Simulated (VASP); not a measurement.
# AlNi in VASP: notebook, part 3 of 3

VASP 6.6.1. Earlier steps stand in the parts before.

### 5 Electric field gradients, PBE, collinear spin, ferromagnetic start (11.72 Å³/atom)

This run uses another cell than the first one, of 11.72 Å³/atom.

File INCAR:

```
ALGO = Normal ; EDIFF = 1E-8
ENCUT = 520 ; GGA = PE
GGA_COMPAT = False ; ISIF = 2
ISMEAR = -1 ; ISPIN = 2
LASPH = True ; LCHARG = False
LEFG = True ; LMAXMIX = 4
LORBIT = 11 ; LREAL = False
LWAVE = False ; MAGMOM = 0 1.5
NBANDS = 18 ; NELM = 200
PREC = Accurate ; SIGMA = 0.03
```

File KPOINTS:

```
k-points
0
Gamma
  14 14 14
```

File POSCAR:

```
AlNi
1.0
    2.8616638469      0.0000000000      0.0000000000
    0.0000000000      2.8616638469      0.0000000000
    0.0000000000      0.0000000000      2.8616638469
Al Ni
1 1
Direct
    0.0000000000      0.0000000000      0.0000000000
    0.5000000000      0.5000000000      0.5000000000
```

Potentials or basis: VASP PAW PBE potentials, release 64 (Al, Ni).

On the command line:

```bash
> cat potpaw_PBE.64/Al/POTCAR potpaw_PBE.64/Ni/POTCAR > POTCAR
> mpirun -np 1 vasp_std > vasp.out
```

OUTCAR:

```text
EDIFF = 1E-8
   ENCUT = 520
   GGA = PE
   ISIF = 2
   ISMEAR = -1
   ISPIN = 2
   LASPH = True
   LORBIT = 11
   LREAL = False
   NELM = 200
   PREC = Accurate

 ion  position               nearest neighbor table
   1  0.000  0.000  0.000-   2 2.48   2 2.48   2 2.48   2 2.48   2 2.48   2 2.48   2 2.48   2 2.48

   2  0.500  0.500  0.500-   1 2.48   1 2.48   1 2.48   1 2.48   1 2.48   1 2.48   1 2.48   1 2.48

  LATTYP: Found a simple cubic cell.
 ALAT       =     2.8616638469

  Lattice vectors:

 A1 = (   2.8616638469,   0.0000000000,   0.0000000000)
 A2 = (   0.0000000000,   2.8616638469,   0.0000000000)
 A3 = (   0.0000000000,   0.0000000000,   2.8616638469)

Analysis of symmetry for initial positions (statically):
=====================================================================
 Subroutine PRICEL returns:
 Original cell was already a primitive cell.

 Routine SETGRP: Setting up the symmetry group for a
 simple cubic supercell.

 Subroutine GETGRP returns: Found 48 space group operations
[... 1228 lines left out ...]
    total drift:                                0.000000      0.000000     -0.000000

  FREE ENERGIE OF THE ION-ELECTRON SYSTEM (eV)
  ---------------------------------------------------
  free  energy   TOTEN  =       -10.5250570016 eV

  energy  without entropy=      -10.5218605642  energy(sigma->0) =      -10.52345878

 Electric field gradients (V/A^2)
---------------------------------------------------------------------
 ion       V_xx      V_yy      V_zz      V_xy      V_xz      V_yz
---------------------------------------------------------------------
   1       0.000     0.000    -0.000     0.000     0.000    -0.000
   2      -0.000    -0.000    -0.000    -0.000     0.000    -0.000
---------------------------------------------------------------------

 Electric field gradients after diagonalization (V/A^2)
 (convention: |V_zz| > |V_xx| > |V_yy|)
----------------------------------------------------------------------
 ion       V_xx      V_yy      V_zz     asymmetry (V_yy - V_xx)/ V_zz
----------------------------------------------------------------------
   1       0.000     0.000    -0.000       0.500
   2      -0.000    -0.000    -0.000      -0.089
----------------------------------------------------------------------

           NMR quadrupolar parameters

 Cq : quadrupolar parameter    Cq=e*Q*V_zz/h
 eta: asymmetry parameters     (V_yy - V_xx)/ V_zz
 Q  : nuclear electric quadrupole moment in mb (millibarn)
----------------------------------------------------------------------
 ion       Cq(MHz)       eta       Q (mb)
----------------------------------------------------------------------
   1      -0.000       0.500       1.000
   2      -0.000      -0.089       1.000
----------------------------------------------------------------------

 total charge

# of ion       s       p       d       tot
------------------------------------------
    1        0.386   0.423   0.000   0.809
    2        0.484   0.533   8.484   9.501
--------------------------------------------------
tot          0.870   0.956   8.484  10.310

 magnetization (x)

# of ion       s       p       d       tot
------------------------------------------
    1        0.000   0.000   0.000   0.000
    2       -0.000  -0.000  -0.000  -0.000
--------------------------------------------------
tot          0.000  -0.000  -0.000  -0.000
```

Run time: 2.5 min. Hardware: 1 thread of Intel Xeon 8259CL, shared host; peak memory 0.21 GiB.

What came out:

- Free energy: -10.5251 eV
- Pressure: 5.6 GPa
- Net moment: 0.00 μB per cell
- Largest electric field gradient by atom: zero within the noise of the run
- Valence electrons inside the program's atomic spheres: Al 0.81; Ni 9.50

Caveat: the cell stands under pressure.

### 6 Electric field gradients, PBE, collinear spin, ferromagnetic start (12.20 Å³/atom)

This run uses another cell than the first one, of 12.20 Å³/atom.

File INCAR:

```
  PREC = Accurate
  ENCUT = 520
  EDIFF = 1E-8
  ISMEAR = -1
  SIGMA = 0.03
  LREAL = F
  LASPH = T
  NELM = 200
  ALGO = Normal
  ISIF = 2
  LWAVE = F
  LCHARG = F
  ISPIN = 2
  MAGMOM = 0 1.5
  LORBIT = 11
  LMAXMIX = 4
  GGA = PE
  LEFG = T
  NBANDS = 18
  GGA_COMPAT = F
```

File KPOINTS:

```
regular mesh
0
Gamma
  14 14 14
```

File POSCAR:

```
AlNi
1.0
    2.9000800262      0.0000000000      0.0000000000
    0.0000000000      2.9000800262      0.0000000000
    0.0000000000      0.0000000000      2.9000800262
Al Ni
1 1
Direct
    0.0000000000      0.0000000000      0.0000000000
    0.5000000000      0.5000000000      0.5000000000
```

Potentials or basis: VASP PAW PBE potentials, release 64 (Al, Ni).

On the command line:

```bash
> cat potpaw_PBE.64/Al/POTCAR potpaw_PBE.64/Ni/POTCAR > POTCAR
> mpirun -np 1 vasp_std > vasp.out
```

OUTCAR:

```text
PREC = Accurate
   ENCUT = 520
   EDIFF = 1E-8
   ISMEAR = -1
   LREAL = F
   LASPH = T
   NELM = 200
   ISIF = 2
   ISPIN = 2
   LORBIT = 11
   GGA = PE

 ion  position               nearest neighbor table
   1  0.000  0.000  0.000-   2 2.51   2 2.51   2 2.51   2 2.51   2 2.51   2 2.51   2 2.51   2 2.51

   2  0.500  0.500  0.500-   1 2.51   1 2.51   1 2.51   1 2.51   1 2.51   1 2.51   1 2.51   1 2.51

  LATTYP: Found a simple cubic cell.
 ALAT       =     2.9000800262

  Lattice vectors:

 A1 = (   2.9000800262,   0.0000000000,   0.0000000000)
 A2 = (   0.0000000000,   2.9000800262,   0.0000000000)
 A3 = (   0.0000000000,   0.0000000000,   2.9000800262)

Analysis of symmetry for initial positions (statically):
=====================================================================
 Subroutine PRICEL returns:
 Original cell was already a primitive cell.

 Routine SETGRP: Setting up the symmetry group for a
 simple cubic supercell.

[... 1228 lines left out ...]
 -----------------------------------------------------------------------------------
    total drift:                                0.000000      0.000000     -0.000000

  FREE ENERGIE OF THE ION-ELECTRON SYSTEM (eV)
  ---------------------------------------------------
  free  energy   TOTEN  =       -10.5378829806 eV

  energy  without entropy=      -10.5346651293  energy(sigma->0) =      -10.53627405

 Electric field gradients (V/A^2)
---------------------------------------------------------------------
 ion       V_xx      V_yy      V_zz      V_xy      V_xz      V_yz
---------------------------------------------------------------------
   1      -0.000     0.000    -0.000    -0.000     0.000    -0.000
   2      -0.000    -0.000     0.000     0.000     0.000     0.000
---------------------------------------------------------------------

 Electric field gradients after diagonalization (V/A^2)
 (convention: |V_zz| > |V_xx| > |V_yy|)
----------------------------------------------------------------------
 ion       V_xx      V_yy      V_zz     asymmetry (V_yy - V_xx)/ V_zz
----------------------------------------------------------------------
   1       0.000    -0.000    -0.000       0.247
   2      -0.000    -0.000     0.000       0.028
----------------------------------------------------------------------

           NMR quadrupolar parameters

 Cq : quadrupolar parameter    Cq=e*Q*V_zz/h
 eta: asymmetry parameters     (V_yy - V_xx)/ V_zz
 Q  : nuclear electric quadrupole moment in mb (millibarn)
----------------------------------------------------------------------
 ion       Cq(MHz)       eta       Q (mb)
----------------------------------------------------------------------
   1      -0.000       0.247       1.000
   2       0.000       0.028       1.000
----------------------------------------------------------------------

 total charge

# of ion       s       p       d       tot
------------------------------------------
    1        0.383   0.405   0.000   0.788
    2        0.468   0.498   8.466   9.431
--------------------------------------------------
tot          0.850   0.903   8.466  10.219

 magnetization (x)

# of ion       s       p       d       tot
------------------------------------------
    1        0.000   0.000   0.000   0.000
    2       -0.000  -0.000  -0.000  -0.000
--------------------------------------------------
tot          0.000  -0.000  -0.000  -0.000
```

OSZICAR:

```text
N       E                     dE             d eps       ncg     rms          rms(c)
DAV:   1     0.456687211478E+02    0.45669E+02   -0.49704E+03  8836   0.750E+02
DAV:   2    -0.914385950699E+01   -0.54813E+02   -0.48318E+02  9392   0.162E+02
DAV:   3    -0.117864839903E+02   -0.26426E+01   -0.25815E+01 10328   0.365E+01
DAV:   4    -0.118201498947E+02   -0.33666E-01   -0.33635E-01 10186   0.366E+00
DAV:   5    -0.118208993920E+02   -0.74950E-03   -0.74943E-03 10088   0.593E-01    0.130E+01
DAV:   6    -0.143405328388E+02   -0.25196E+01   -0.43897E+01  9860   0.778E+01    0.177E+01
DAV:   7    -0.105641402416E+02    0.37764E+01   -0.13244E+01  9908   0.456E+01    0.184E+00
DAV:   8    -0.105496314540E+02    0.14509E-01   -0.38708E-01 11310   0.591E+00    0.109E+00
DAV:   9    -0.105375048033E+02    0.12127E-01   -0.46023E-02 10312   0.189E+00    0.610E-01
DAV:  10    -0.105377772852E+02   -0.27248E-03   -0.11381E-03 11214   0.319E-01    0.214E-01
DAV:  11    -0.105378393182E+02   -0.62033E-04   -0.21762E-03 11422   0.400E-01    0.755E-02
DAV:  12    -0.105378844983E+02   -0.45180E-04   -0.14214E-04 11120   0.109E-01    0.319E-02
DAV:  13    -0.105378842210E+02    0.27726E-06   -0.79799E-06 11394   0.234E-02    0.193E-02
DAV:  14    -0.105378831510E+02    0.10701E-05   -0.20804E-06 10786   0.158E-02    0.480E-03
DAV:  15    -0.105378830287E+02    0.12222E-06   -0.11390E-07 11116   0.301E-03    0.237E-03
DAV:  16    -0.105378829850E+02    0.43741E-07   -0.13602E-08  5456   0.121E-03    0.649E-04
DAV:  17    -0.105378829806E+02    0.43647E-08   -0.38004E-09  4686   0.652E-04
   1 F= -.10537883E+02 E0= -.10536274E+02  d E =-.321785E-02  mag=    -0.0000
```

It took 2.4 min on 1 thread of Intel Xeon 8259CL, shared host; peak memory 0.21 GiB.

Results:

```yaml
Free_energy: -10.5379 eV
Pressure: -1.1 GPa
Net_moment: 0.00 μB per cell
Largest_electric_field_gradient_by_atom: zero within the noise of the run
Valence_electrons_inside_the_program's_atomic_spheres: Al 0.79; Ni 9.43
```
